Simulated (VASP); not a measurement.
# KZnF3 (Pm-3m) in VASP: further runs

KZnF3 is run at these levels: LDA, PBEsol; tasks: single point.

All numbers are computed with VASP 6.6.1; they aren't measurements. Logs are shortened: lines on timing, memory, paths and dates and some standing lists are left out, and cuts for length are marked.

### Step 1. The cell of the first run

Symmetry: Pm-3m, No. 221, cubic system. The conventional cell has a = 4.101 Å, b = 4.101 Å, c = 4.101 Å, α = 90.00°, β = 90.00°, γ = 90.00°. K (site symmetry m-3m) has 12 F at 2.90 Å and 8 Zn at 3.55 Å within 3.8 Å. Zn (site symmetry m-3m) has 6 F at 2.05 Å within 2.7 Å. Within 2.7 Å of F (site symmetry 4/mmm) lie 2 Zn at 2.05 Å.

### Step 2. Single point, LDA, collinear spin, ferromagnetic start

INCAR reads:

```
ALGO = Normal
EDIFF = 1E-6
ENCUT = 520
GGA = CA
ISIF = 2
ISMEAR = 0
ISPIN = 2
LASPH = T
LCHARG = T
LELF = T
LORBIT = 11
LREAL = F
LVHAR = T
LWAVE = F
MAGMOM = 0.41 0.48 0.86 0.86 0.86
NBANDS = 33
NELM = 150
NUPDOWN = 5.0
PREC = Accurate
SIGMA = 0.1
```

KPOINTS reads:

```
k-points
0
Gamma
  1 1 1
```

POSCAR reads:

```
KZnF3
1.0
    4.1006783820      0.0000000000      0.0000000000
    0.0000000000      4.1006783820      0.0000000000
    0.0000000000      0.0000000000      4.1006783820
K Zn F
1 1 3
Direct
    0.0000000000      0.0000000000      0.0000000000
    0.5000000000      0.5000000000      0.5000000000
    0.0000000000      0.5000000000      0.5000000000
    0.5000000000      0.0000000000      0.5000000000
    0.5000000000      0.5000000000      0.0000000000
```

Potentials or basis: VASP PAW LDA potentials, release 64 (K_sv, Zn, F).

The run is started by

```sh
$ cat potpaw_LDA.64/K_sv/POTCAR potpaw_LDA.64/Zn/POTCAR potpaw_LDA.64/F/POTCAR > POTCAR
$ mpirun -np 1 vasp_gam > vasp.out
```

OUTCAR:

```text
EDIFF = 1E-6
   ENCUT = 520
   GGA = CA
   ISIF = 2
   ISMEAR = 0
   ISPIN = 2
   LASPH = T
   LORBIT = 11
   LREAL = F
   NELM = 150
   NUPDOWN = 5.0
   PREC = Accurate

 ion  position               nearest neighbor table
   1  0.000  0.000  0.000-
   2  0.500  0.500  0.500-   3 2.05   4 2.05   5 2.05   5 2.05   4 2.05   3 2.05
   3  0.000  0.500  0.500-   2 2.05   2 2.05
   4  0.500  0.000  0.500-   2 2.05   2 2.05
   5  0.500  0.500  0.000-   2 2.05   2 2.05

  LATTYP: Found a simple cubic cell.
 ALAT       =     4.1006783820

  Lattice vectors:

 A1 = (   4.1006783820,   0.0000000000,   0.0000000000)
 A2 = (   0.0000000000,   4.1006783820,   0.0000000000)
 A3 = (   0.0000000000,   0.0000000000,   4.1006783820)

Analysis of symmetry for initial positions (statically):
=====================================================================
 Subroutine PRICEL returns:
 Original cell was already a primitive cell.

 Routine SETGRP: Setting up the symmetry group for a
 simple cubic supercell.

 Subroutine GETGRP returns: Found 48 space group operations
 (whereof 48 operations were pure point group operations)
 out of a pool of 48 trial point group operations.

The static configuration has the point symmetry O_h .

Analysis of symmetry for dynamics (positions and initial velocities):
=====================================================================
 Subroutine PRICEL returns:
 Original cell was already a primitive cell.

 Routine SETGRP: Setting up the symmetry group for a
 simple cubic supercell.

 Subroutine GETGRP returns: Found 48 space group operations
 (whereof 48 operations were pure point group operations)
 out of a pool of 48 trial point group operations.

The dynamic configuration has the point symmetry O_h .

Analysis of structural, dynamic, and magnetic symmetry:
=====================================================================
 Subroutine PRICEL returns:
 Original cell was already a primitive cell.

 Routine SETGRP: Setting up the symmetry group for a
 simple cubic supercell.

 Subroutine GETGRP returns: Found 48 space group operations
 (whereof 48 operations were pure point group operations)
 out of a pool of 48 trial point group operations.

The overall configuration has the point symmetry O_h .

 Subroutine INISYM returns: Found 48 space group operations
 (whereof 48 operations are pure point group operations),
 and found     1 'primitive' translations

----------------------------------------------------------------------------------------

                                     Primitive cell

  volume of cell :      68.9552

  direct lattice vectors                    reciprocal lattice vectors
     4.100678382  0.000000000  0.000000000     0.243862090  0.000000000  0.000000000
     0.000000000  4.100678382  0.000000000     0.000000000  0.243862090  0.000000000
     0.000000000  0.000000000  4.100678382     0.000000000  0.000000000  0.243862090

  length of vectors
     4.100678382  4.100678382  4.100678382     0.243862090  0.243862090  0.243862090

  position of ions in fractional coordinates (direct lattice)
     0.000000000  0.000000000  0.000000000
     0.500000000  0.500000000  0.500000000
     0.000000000  0.500000000  0.500000000
     0.500000000  0.000000000  0.500000000
     0.500000000  0.500000000  0.000000000

  ion indices of the primitive-cell ions
   primitive index   ion index
                 1           1
                 2           2
                 3           3
                 4           4
                 5           5

----------------------------------------------------------------------------------------

 KPOINTS: k-points

Automatic generation of k-mesh.
 Grid dimensions read from file:
 generate k-points for:    1    1    1

 Generating k-lattice:

  Cartesian coordinates                     Fractional coordinates (reciprocal lattice)
     0.243862090  0.000000000  0.000000000     1.000000000  0.000000000  0.000000000
     0.000000000  0.243862090  0.000000000     0.000000000  1.000000000  0.000000000
     0.000000000  0.000000000  0.243862090     0.000000000  0.000000000  1.000000000

  Length of vectors
     0.243862090  0.243862090  0.243862090

  Shift w.r.t. Gamma in fractional coordinates (k-lattice)
     0.000000000  0.000000000  0.000000000

 Subroutine IBZKPT returns following result:
 ===========================================

 Found      1 irreducible k-points:

 Following reciprocal coordinates:
            Coordinates               Weight
  0.000000  0.000000  0.000000      1.000000
   k-points           NKPTS =      1   k-points in BZ     NKDIM =      1   number of bands    NBANDS=     33
   number of dos      NEDOS =    301   number of ions     NIONS =      5
   total plane-waves  NPLWV =  27000
   dimension x,y,z NGX =    30 NGY =   30 NGZ =   30
   dimension x,y,z NGXF=    60 NGYF=   60 NGZF=   60
   ions per type =               1   1   3
   NGX,Y,Z   is equivalent  to a cutoff of  12.16, 12.16, 12.16 a.u.
   NGXF,Y,Z  is equivalent  to a cutoff of  24.32, 24.32, 24.32 a.u.
 SYSTEM =  unknown system
   PREC   = accura    normal or accurate (medium, high low for compatibility)
   ISTART =      0    job   : 0-new  1-cont  2-samecut
   ICHARG =      2    charge: 1-file 2-atom 10-const
   ISPIN  =      2    spin polarized calculation?
   LNONCOLLINEAR =      F non collinear calculations
   LSORBIT =      F    spin-orbit coupling
   LASPH  =      T    aspherical Exc in radial PAW
   ENCUT  =  520.0 eV  38.22 Ry    6.18 a.u.   7.62  7.62  7.62*2*pi/ulx,y,z
   NELM   =    150;   NELMIN=  2; NELMDL= -5     # of ELM steps
   EDIFF  = 0.1E-05   stopping-criterion for ELM
   LREAL  =      F    real-space projection
   EDIFFG = 0.1E-04   stopping-criterion for IOM
   NSW    =      0    number of steps for IOM
   IBRION =     -1    ionic relax: 0-MD 1-quasi-New 2-CG
   NFREE  =      0    steps in history (QN), initial steepest desc. (CG)
   ISIF   =      2    stress and relaxation
   ISYM   =      2    0-nonsym 1-usesym 2-fastsym
   POTIM  = 0.5000    time-step for ionic-motion
   TEBEG  =    0.0;   TEEND  =   0.0 temperature during run
   PSTRESS=    0.0 pullay stress
   NELECT =      42.0000    total number of electrons
   NUPDOWN=       5.0000    fix difference up-down
   EMIN   =  10.00;   EMAX   =-10.00  energy-range for DOS
   EFERMI =   0.00;   METHOD = LEGACY
   ISMEAR =     0;   SIGMA  =   0.10  broadening in eV -4-tet -1-fermi 0-gaus
   EFERMI_NEDOS =   21; number of points for ismear=-14 and -15
   IALGO  =     38    algorithm
   IMIX   =      4    mixing-type and parameters
     AMIX     =   0.40;   BMIX     =  1.00
     AMIX_MAG =   1.60;   BMIX_MAG =  1.00
  volume/ion in A,a.u.               =      13.79        93.07
  Fermi-wavevector in a.u.,A,eV,Ry     =   1.387721  2.622413 26.201693  1.925770
  Thomas-Fermi vector in A             =   2.511915
   LORBIT       =     11    0 simple, 1 ext, 2 COOP (PROOUT), +10 PAW based schemes
   GGA     = CA    functional components
   LHFCALC =     F    Hartree Fock is set to
   AEXX    =    0.0000 exact exchange contribution
   IVDW    =     0    specifies the selected vdW correction
   LEPSILON=     F    determine dielectric tensor
   LRPA    =     F    only Hartree local field effects (RPA)
 spin polarized calculation
 Gauss-broadening in eV      SIGMA  =   0.10
  energy-cutoff  :      520.00
  volume of cell :       68.96
 maximum number of plane-waves:       932
 NGX is ok and might be reduce to    30
   NGX = 15   NGY = 15   NGZ = 15

 number of electron      41.9999970 magnetization       5.0000010

 Free energy of the ion-electron system (eV)
  ---------------------------------------------------
  ext. energy  EPLUGINS =         0.00000000
  ---------------------------------------------------
  free energy    TOTEN  =         0.40686029 eV

  energy without entropy =        0.56726747  energy(sigma->0) =        0.48706388

 E-fermi :  -5.2751     XC(G=0): -10.6320

 val. band max:        6.8304472397   @ k =   0.0000   0.0000   0.0000
 cond. band min:      -5.2226915247   @ k =   0.0000   0.0000   0.0000
 fundamental gap:    -12.0531387644
 Fermi energy:         6.9027339167

 spin component 1

 k-point     1 :       0.0000    0.0000    0.0000
  band No.  band energies     occupation
      1     -26.4567      1.00000
      2     -25.6324      1.00000
      3     -25.3865      1.00000
      4     -25.3865      1.00000
      5     -10.2798      1.00000
      6     -10.2798      1.00000
      7     -10.2798      1.00000
      8      -8.2314      1.00000
      9      -8.2314      1.00000
     10      -8.2314      1.00000
     11      -6.8844      1.00000
     12      -6.8844      1.00000
     13      -6.8844      1.00000
     14      -6.6136      1.00000
     15      -6.6136      1.00000
     16      -6.6136      1.00000
     17      -5.9605      1.00000
     18      -5.9605      1.00000
     19      -5.9605      1.00000
     20      -5.7732      1.00000
     21      -5.7732      1.00000
     22       0.6845      1.00000
     23       6.8304      0.84668
     24       6.9345      0.32666
     25       6.9345      0.32666
     26       9.9828      0.00000
     27       9.9828      0.00000
     28       9.9828      0.00000
     29      10.4045      0.00000
     30      10.4045      0.00000
     31      10.4045      0.00000
     32      17.1091      0.00000
     33      17.1091      0.00000
 Fermi energy:        -5.2751225304

 spin component 2

 k-point     1 :       0.0000    0.0000    0.0000
  band No.  band energies     occupation
      1     -25.9942      1.00000
      2     -24.4567      1.00000
      3     -24.0234      1.00000
      4     -24.0234      1.00000
      5      -9.8489      1.00000
      6      -9.8489      1.00000
      7      -9.8489      1.00000
      8      -7.1180      1.00000
      9      -7.1180      1.00000
     10      -7.1180      1.00000
     11      -5.6472      1.00000
     12      -5.6472      1.00000
     13      -5.6472      1.00000
     14      -5.4143      0.97546
     15      -5.4143      0.97546
     16      -5.4143      0.97546
     17      -5.3869      0.94300
     18      -5.3869      0.94300
     19      -5.2227      0.22920
     20      -5.2227      0.22920
     21      -5.2227      0.22920
     22       1.7388      0.00000
     23       8.0088      0.00000
     24       8.1650      0.00000
     25       8.1650      0.00000
     26      10.5795      0.00000
     27      10.5795      0.00000
     28      10.5795      0.00000
     29      11.5099      0.00000
     30      11.5099      0.00000
     31      11.5099      0.00000
     32      17.7796      0.00000
     33      17.7796      0.00000

------------------------ aborting loop because EDIFF is reached ----------------------------------------

  FORCE on cell =-STRESS in cart. coord.  units (eV):
  Direction    XX          YY          ZZ          XY          YZ          ZX
  --------------------------------------------------------------------------------------
  -------------------------------------------------------------------------------------
  Total       11.8465957     11.8465957     11.8465957      0.0000000      0.0000000      0.0000000
  in kB      275.2561446    275.2561446    275.2561446      0.0000000      0.0000000      0.0000000
  external PRESSURE =     275.2561446 kB  Pullay stress =       0.0000000 kB

 VOLUME and BASIS-vectors are now :
 -----------------------------------------------------------------------------
  energy-cutoff  :      520.00
  volume of cell :       68.96
      direct lattice vectors                 reciprocal lattice vectors
     4.100678382  0.000000000  0.000000000     0.243862090  0.000000000  0.000000000
     0.000000000  4.100678382  0.000000000     0.000000000  0.243862090  0.000000000
     0.000000000  0.000000000  4.100678382     0.000000000  0.000000000  0.243862090

 POSITION                                       TOTAL-FORCE (eV/Angst)
 -----------------------------------------------------------------------------------
      0.00000      0.00000      0.00000         0.000000      0.000000      0.000000
      2.05034      2.05034      2.05034         0.000000      0.000000      0.000000
      0.00000      2.05034      2.05034         0.000000      0.000000      0.000000
      2.05034      0.00000      2.05034         0.000000      0.000000      0.000000
      2.05034      2.05034      0.00000         0.000000      0.000000      0.000000
 -----------------------------------------------------------------------------------
    total drift:                                0.000000      0.000000     -0.000000

  FREE ENERGIE OF THE ION-ELECTRON SYSTEM (eV)
  ---------------------------------------------------
  free  energy   TOTEN  =         0.4068602883 eV

  energy  without entropy=        0.5672674702  energy(sigma->0) =        0.48706388

 total charge

# of ion       s       p       d       tot
------------------------------------------
    1        2.044   5.475   0.168   7.687
    2        0.698   0.477   9.685  10.860
    3        1.777   4.025   0.000   5.802
    4        1.777   4.025   0.000   5.802
    5        1.777   4.025   0.000   5.802
--------------------------------------------------
tot          8.072  18.027   9.853  35.952

 magnetization (x)

# of ion       s       p       d       tot
------------------------------------------
    1        0.107   0.052   0.168   0.326
    2        0.653  -0.004   0.109   0.758
    3        0.043   0.667   0.000   0.710
    4        0.043   0.667   0.000   0.710
    5        0.043   0.667   0.000   0.710
--------------------------------------------------
tot          0.889   2.048   0.277   3.214
```

Run time: 14 s. Hardware: 1 thread of Intel Xeon Platinum 8488C (Sapphire Rapids), shared host; peak memory 0.15 GiB.

What came out:

| Property | Result |
| --- | --- |
| Free energy | 0.4069 eV |
| Pressure | 27.5 GPa |
| Net moment | 5.00 μB per cell |
| Site moments | K +0.33; Zn +0.76; F +0.71 μB |
| Valence electrons inside the program's atomic spheres | K 7.69; Zn 10.86; F 5.80 |

Caveat: the k points lie up to 1.53 Å⁻¹ apart; the moment is held away from its start; the total moment is fixed, so each spin has its own Fermi level.

### Step 3. Single point, PBEsol

This run uses another cell than the first one, of 13.26 Å³/atom, 0.962 times its volume.

INCAR reads:

```
SYSTEM = KZnF3
PREC = Accurate
ENCUT = 520
EDIFF = 1E-6
ISMEAR = 0
SIGMA = 0.1
LREAL = .FALSE.
LASPH = .TRUE.
NELM = 100
ALGO = Normal
ISIF = 2
LWAVE = .FALSE.
LCHARG = .FALSE.
GGA = PS
NBANDS = 29
ISYM = 0
```

KPOINTS reads:

```
Automatic mesh
0
Gamma
  2 2 2
  0.25 0.25 0.25
```

POSCAR: that of step 2 with these lines changed.

```diff
@@ -2,5 +2,5 @@
 1.0
-    4.1006783820      0.0000000000      0.0000000000
-    0.0000000000      4.1006783820      0.0000000000
-    0.0000000000      0.0000000000      4.1006783820
+    4.0474167900      0.0000000000      0.0000000000
+    0.0000000000      4.0474167900      0.0000000000
+    0.0000000000      0.0000000000      4.0474167900
 K Zn F
```

Potentials or basis: VASP PAW PBE potentials, release 64 (K_sv, Zn, F).

The run is started by

```sh
$ cat potpaw_PBE.64/K_sv/POTCAR potpaw_PBE.64/Zn/POTCAR potpaw_PBE.64/F/POTCAR > POTCAR
$ mpirun -np 1 vasp_std > vasp.out
```

Run time: 48 s. Hardware: 1 thread of Intel Xeon Platinum 8488C (Sapphire Rapids), shared host; peak memory 0.2 GiB.

It converged, with:

| Item | Value |
| --- | --- |
| Free energy | -21.3394 eV |
| Pressure | 0.7 GPa |
| Band gap on the k mesh | 4.83 eV, indirect (least direct gap 6.15 eV) |

Levels at points of the mesh, in eV from the valence-band top:
| k point | band 18 | band 19 | band 20 | band 21 | band 22 | band 23 | band 24 | band 25 |
| --- | --- | --- | --- | --- | --- | --- | --- | --- |
| (0.12, 0.12, 0.12) | -1.75 | -1.67 | -1.32 | -1.32 | 4.83 | 9.32 | 9.32 | 9.94 |

Caveat: the k points lie up to 0.78 Å⁻¹ apart; the PAW data sets were made with another functional, which shifts forces and pressure a little. Expect the measured gap to be larger: semilocal functionals such as PBEsol lack the derivative discontinuity.
